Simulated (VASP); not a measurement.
# WSe2 (P6_3/mmc) in VASP: single point with r2SCAN

Aim: the single point of WSe2 with r2SCAN.

All numbers are computed with VASP 6.6.1; they aren't measurements. Logs are shortened: lines on timing, memory, paths and dates and some standing lists are left out, and cuts for length are marked.

## 1. The cell of the first run

The structure is hexagonal, space group P6_3/mmc (No. 194). Conventional cell: a = 3.315 Å, b = 3.315 Å, c = 13.729 Å, α = 90.00°, β = 90.00°, γ = 120.00°. Within 3.3 Å of W (site symmetry -6m2) lie 6 Se at 2.53 Å. Within 3.3 Å of Se (site symmetry 3m) lie 3 W at 2.53 Å.

## 2. Single point, r2SCAN

File POSCAR:

```
WSe2
1.0
    3.3151156314      0.0000000000      0.0000000000
   -1.6575578157      2.8709743533      0.0000000000
    0.0000000000      0.0000000000     13.7289160075
W Se
2 4
Direct
    0.6666666667      0.3333333333      0.7500000000
    0.3333333333      0.6666666667      0.2500000000
    0.3333333333      0.6666666667      0.8710528371
    0.6666666667      0.3333333333      0.3710528371
    0.3333333333      0.6666666667      0.6289471629
    0.6666666667      0.3333333333      0.1289471629
```

File INCAR.step1:

```
ALGO     = Normal         # electronic algorithm
EDIFF    = 1E-4           # SCF threshold, eV
ENCUT    = 520            # plane-wave cutoff, eV
GGA      = PE             # functional
ISMEAR   = 0              # smearing method
LASPH    = True           # aspherical terms in the spheres
LCHARG   = False          # write CHGCAR
LREAL    = False          # projectors in reciprocal space
LWAVE    = True           # write WAVECAR
NBANDS   = 35             # bands
NELM     = 80             # most SCF steps
PREC     = Accurate       # precision mode
SIGMA    = 0.02           # smearing width, eV
```

File INCAR.step2:

```
ALGO     = Normal         # electronic algorithm
EDIFF    = 1E-6           # SCF threshold, eV
ENCUT    = 520            # plane-wave cutoff, eV
ISIF     = 2              # what is computed and relaxed
ISMEAR   = 0              # smearing method
ISTART   = 1            
LASPH    = True           # aspherical terms in the spheres
LCHARG   = False          # write CHGCAR
LMIXTAU  = True         
LREAL    = False          # projectors in reciprocal space
LWAVE    = False          # write WAVECAR
METAGGA  = R2SCAN         # meta-GGA
NBANDS   = 35             # bands
NELM     = 80             # most SCF steps
PREC     = Accurate       # precision mode
SIGMA    = 0.02           # smearing width, eV
```

File KPOINTS:

```
k-points
0
Gamma
  12 12 2
```

Potentials or basis: VASP PAW PBE potentials, release 64 (W_sv, Se).

Launch:

```
> cat potpaw_PBE.64/W_sv/POTCAR potpaw_PBE.64/Se/POTCAR > POTCAR
> cp INCAR.step1 INCAR
> mpirun -np 1 vasp_std > vasp.out
> cp INCAR.step2 INCAR
> mpirun -np 1 vasp_std > vasp.out
```

OUTCAR:

```text
EDIFF = 1E-6
   ENCUT = 520
   ISIF = 2
   ISMEAR = 0
   ISTART = 1
   LASPH = True
   LREAL = False
   METAGGA = R2SCAN
   NELM = 80
   PREC = Accurate

 ion  position               nearest neighbor table
   1  0.667  0.333  0.750-   3 2.53   5 2.53   3 2.53   5 2.53   3 2.53   5 2.53
   2  0.333  0.667  0.250-   4 2.53   6 2.53   4 2.53   6 2.53   4 2.53   6 2.53
   3  0.333  0.667  0.871-   1 2.53   1 2.53   1 2.53
   4  0.667  0.333  0.371-   2 2.53   2 2.53   2 2.53
   5  0.333  0.667  0.629-   1 2.53   1 2.53   1 2.53
   6  0.667  0.333  0.129-   2 2.53   2 2.53   2 2.53

  LATTYP: Found a hexagonal cell.
 ALAT       =     3.3151156314
 C/A-ratio  =     4.1413083385

  Lattice vectors:

 A1 = (   3.3151156314,   0.0000000000,   0.0000000000)
 A2 = (  -1.6575578157,   2.8709743533,   0.0000000000)
 A3 = (   0.0000000000,   0.0000000000,  13.7289160075)

Analysis of symmetry for initial positions (statically):
=====================================================================
 Subroutine PRICEL returns:
 Original cell was already a primitive cell.

 Routine SETGRP: Setting up the symmetry group for a
 hexagonal supercell.

 Subroutine GETGRP returns: Found 24 space group operations
 (whereof 12 operations were pure point group operations)
 out of a pool of 24 trial point group operations.

The static configuration has the point symmetry D_3d.
 The point group associated with its full space group is D_6h.

Analysis of symmetry for dynamics (positions and initial velocities):
=====================================================================
 Subroutine PRICEL returns:
 Original cell was already a primitive cell.

 Routine SETGRP: Setting up the symmetry group for a
 hexagonal supercell.

 Subroutine GETGRP returns: Found 24 space group operations
 (whereof 12 operations were pure point group operations)
 out of a pool of 24 trial point group operations.

The dynamic configuration has the point symmetry D_3d.
 The point group associated with its full space group is D_6h.

 Subroutine INISYM returns: Found 24 space group operations
 (whereof 12 operations are pure point group operations),
 and found     1 'primitive' translations

----------------------------------------------------------------------------------------

                                     Primitive cell

  volume of cell :     130.6665

  direct lattice vectors                    reciprocal lattice vectors
     3.315115631  0.000000000  0.000000000     0.301648603  0.174156902  0.000000000
    -1.657557816  2.870974353  0.000000000     0.000000000  0.348313805  0.000000000
     0.000000000  0.000000000 13.728916008     0.000000000  0.000000000  0.072838963

  length of vectors
     3.315115631  3.315115631 13.728916008     0.348313805  0.348313805  0.072838963

  position of ions in fractional coordinates (direct lattice)
     0.666666667  0.333333333  0.750000000
     0.333333333  0.666666667  0.250000000
     0.333333333  0.666666667  0.871052837
     0.666666667  0.333333333  0.371052837
     0.333333333  0.666666667  0.628947163
     0.666666667  0.333333333  0.128947163

  ion indices of the primitive-cell ions
   primitive index   ion index
                 1           1
                 2           2
                 3           3
                 4           4
                 5           5
                 6           6

----------------------------------------------------------------------------------------

 KPOINTS: k-points

Automatic generation of k-mesh.
 Grid dimensions read from file:
 generate k-points for:   12   12    2

 Generating k-lattice:

  Cartesian coordinates                     Fractional coordinates (reciprocal lattice)
     0.025137384  0.014513075  0.000000000     0.083333333  0.000000000  0.000000000
     0.000000000  0.029026150  0.000000000     0.000000000  0.083333333  0.000000000
     0.000000000  0.000000000  0.036419481     0.000000000  0.000000000  0.500000000

  Length of vectors
     0.029026150  0.029026150  0.036419481

  Shift w.r.t. Gamma in fractional coordinates (k-lattice)
     0.000000000  0.000000000  0.000000000

 Subroutine IBZKPT returns following result:
 ===========================================

 Found     38 irreducible k-points:

 Following reciprocal coordinates:
            Coordinates               Weight
  0.000000  0.000000  0.000000      1.000000
  0.083333  0.000000  0.000000      6.000000
  0.166667 -0.000000  0.000000      6.000000
  0.250000  0.000000  0.000000      6.000000
  0.333333  0.000000  0.000000      6.000000
  0.416667 -0.000000  0.000000      6.000000
[... 16 lines left out ...]
  0.250000  0.000000  0.500000      6.000000
  0.333333  0.000000  0.500000      6.000000
 [... further k-points ...]
   k-points           NKPTS =     38   k-points in BZ     NKDIM =     38   number of bands    NBANDS=     35
   number of dos      NEDOS =    301   number of ions     NIONS =      6
   total plane-waves  NPLWV =  84672
   dimension x,y,z NGX =    28 NGY =   28 NGZ =  108
   dimension x,y,z NGXF=    56 NGYF=   56 NGZF=  216
   ions per type =               2   4
   NGX,Y,Z   is equivalent  to a cutoff of  14.04, 14.04, 13.08 a.u.
   NGXF,Y,Z  is equivalent  to a cutoff of  28.08, 28.08, 26.16 a.u.
 SYSTEM =  unknown system
   PREC   = accura    normal or accurate (medium, high low for compatibility)
   ISTART =      1    job   : 0-new  1-cont  2-samecut
   ICHARG =      0    charge: 1-file 2-atom 10-const
   ISPIN  =      1    spin polarized calculation?
   LNONCOLLINEAR =      F non collinear calculations
   LSORBIT =      F    spin-orbit coupling
   LASPH  =      T    aspherical Exc in radial PAW
   ENCUT  =  520.0 eV  38.22 Ry    6.18 a.u.   6.16  6.16 25.53*2*pi/ulx,y,z
   NELM   =     80;   NELMIN=  2; NELMDL=  0     # of ELM steps
   EDIFF  = 0.1E-05   stopping-criterion for ELM
   LREAL  =      F    real-space projection
   EDIFFG = 0.1E-04   stopping-criterion for IOM
   NSW    =      0    number of steps for IOM
   IBRION =     -1    ionic relax: 0-MD 1-quasi-New 2-CG
   NFREE  =      0    steps in history (QN), initial steepest desc. (CG)
   ISIF   =      2    stress and relaxation
   ISYM   =      2    0-nonsym 1-usesym 2-fastsym
   POTIM  = 0.5000    time-step for ionic-motion
   TEBEG  =    0.0;   TEEND  =   0.0 temperature during run
   PSTRESS=    0.0 pullay stress
   NELECT =      52.0000    total number of electrons
   NUPDOWN=      -1.0000    fix difference up-down
   EMIN   =  10.00;   EMAX   =-10.00  energy-range for DOS
   EFERMI =   0.00;   METHOD = LEGACY
   ISMEAR =     0;   SIGMA  =   0.02  broadening in eV -4-tet -1-fermi 0-gaus
   EFERMI_NEDOS =   21; number of points for ismear=-14 and -15
   IALGO  =     38    algorithm
   IMIX   =      4    mixing-type and parameters
     AMIX     =   0.40;   BMIX     =  1.00
     AMIX_MAG =   1.60;   BMIX_MAG =  1.00
  volume/ion in A,a.u.               =      21.78       146.96
  Fermi-wavevector in a.u.,A,eV,Ry     =   1.204170  2.275552 19.728799  1.450026
  Thomas-Fermi vector in A             =   2.339903
   LORBIT       =      0    0 simple, 1 ext, 2 COOP (PROOUT), +10 PAW based schemes
   METAGGA = R2SCAN    functional components
   LHFCALC =     F    Hartree Fock is set to
   AEXX    =    0.0000 exact exchange contribution
   IVDW    =     0    specifies the selected vdW correction
   LEPSILON=     F    determine dielectric tensor
   LRPA    =     F    only Hartree local field effects (RPA)
 non-spin polarized calculation
 Gauss-broadening in eV      SIGMA  =   0.02
  energy-cutoff  :      520.00
  volume of cell :      130.67
 maximum number of plane-waves:      3552
 NGX is ok and might be reduce to    28
   NGX = 13   NGY = 13   NGZ = 51

 number of electron      51.9999999 magnetization

 Free energy of the ion-electron system (eV)
  ---------------------------------------------------
  ext. energy  EPLUGINS =         0.00000000
  ---------------------------------------------------
  free energy    TOTEN  =      -163.59340849 eV

  energy without entropy =     -163.59340849  energy(sigma->0) =     -163.59340849

 E-fermi :   5.2806     XC(G=0): -10.8963

 val. band max:        5.1941511511   @ k =   0.0000   0.0000   0.0000
 cond. band min:       6.5396121998   @ k =   0.1667   0.1667   0.0000
 fundamental gap:      1.3454610486
 Fermi energy:         5.2806103425

 k-point     1 :       0.0000    0.0000    0.0000
  band No.  band energies     occupation
      1     -71.0292      2.00000
      2     -71.0292      2.00000
      3     -34.6072      2.00000
      4     -34.6071      2.00000
      5     -34.5046      2.00000
      6     -34.5046      2.00000
[... 27 lines left out ...]
     34       8.2822      0.00000
     35      10.1043      0.00000

 k-point     2 :       0.0833    0.0000    0.0000
  band No.  band energies     occupation
      1     -71.0285      2.00000
      2     -71.0285      2.00000
      3     -34.6041      2.00000
      4     -34.6041      2.00000
      5     -34.5203      2.00000
      6     -34.5203      2.00000
[... 27 lines left out ...]
     34       8.2650      0.00000
     35      10.6811      0.00000

 k-point     3 :       0.1667   -0.0000    0.0000
  band No.  band energies     occupation
      1     -71.0265      2.00000
      2     -71.0265      2.00000
      3     -34.5958      2.00000
      4     -34.5958      2.00000
      5     -34.5629      2.00000
      6     -34.5629      2.00000
[... 27 lines left out ...]
     34       8.7134      0.00000
     35      11.5685      0.00000
[... 723 lines left out ...]
 k-point    23 :       0.2500    0.0000    0.5000
  band No.  band energies     occupation
      1     -71.0239      2.00000
      2     -71.0239      2.00000
      3     -34.6207      2.00000
      4     -34.6207      2.00000
      5     -34.5844      2.00000
      6     -34.5844      2.00000
[... 27 lines left out ...]
     34       9.0955      0.00000
     35      12.1097      0.00000

 k-point    24 :       0.3333    0.0000    0.5000
  band No.  band energies     occupation
      1     -71.0212      2.00000
      2     -71.0212      2.00000
      3     -34.6778      2.00000
      4     -34.6778      2.00000
      5     -34.5729      2.00000
      6     -34.5729      2.00000
[... 27 lines left out ...]
     34       9.3953      0.00000
     35      11.4017      0.00000

 [... further k-points ...]
[... 5 lines left out ...]
  --------------------------------------------------------------------------------------
  -------------------------------------------------------------------------------------
  Total        0.2281886      0.2281886      0.2376193      0.0000000      0.0000000      0.0000000
  in kB        2.7979521      2.7979521      2.9135872      0.0000000      0.0000000      0.0000000
  external PRESSURE =       2.8364971 kB  Pullay stress =       0.0000000 kB

 VOLUME and BASIS-vectors are now :
 -----------------------------------------------------------------------------
  energy-cutoff  :      520.00
  volume of cell :      130.67
      direct lattice vectors                 reciprocal lattice vectors
     3.315115631  0.000000000  0.000000000     0.301648603  0.174156902  0.000000000
    -1.657557816  2.870974353  0.000000000     0.000000000  0.348313805  0.000000000
     0.000000000  0.000000000 13.728916008     0.000000000  0.000000000  0.072838963

 POSITION                                       TOTAL-FORCE (eV/Angst)
 -----------------------------------------------------------------------------------
      1.65756      0.95699     10.29669         0.000000     -0.000000     -0.000000
     -0.00000      1.91398      3.43223        -0.000000      0.000000     -0.000000
     -0.00000      1.91398     11.95861        -0.000000     -0.000000      0.039038
      1.65756      0.95699      5.09415         0.000000     -0.000000      0.039038
     -0.00000      1.91398      8.63476        -0.000000     -0.000000     -0.039038
      1.65756      0.95699      1.77030         0.000000     -0.000000     -0.039038
 -----------------------------------------------------------------------------------
    total drift:                               -0.000000      0.000000     -0.000000

  FREE ENERGIE OF THE ION-ELECTRON SYSTEM (eV)
  ---------------------------------------------------
  free  energy   TOTEN  =      -163.5934084891 eV

  energy  without entropy=     -163.5934084891  energy(sigma->0) =     -163.59340849
```

It used 1300 s of CPU time on 1 thread of AMD EPYC 7R13 Processor (Zen 3), with other jobs on the host.

What came out:

```yaml
Free_energy: -163.5934 eV
Pressure: 0.3 GPa
Largest_force: 0.039 eV/Å
Band_gap_on_the_k_mesh: 1.35 eV, indirect (least direct gap 1.58 eV)
```

Forces in eV/Å, atoms in the order of the input:
```
W    0.000  0.000  0.000
W    0.000  0.000  0.000
Se   0.000  0.000  0.039
Se   0.000  0.000  0.039
Se   0.000  0.000 -0.039
Se   0.000  0.000 -0.039
```

Caveat: the PAW data sets were made with another functional, which shifts forces and pressure a little; spin-orbit coupling is left out, which moves the levels of the heavy elements.
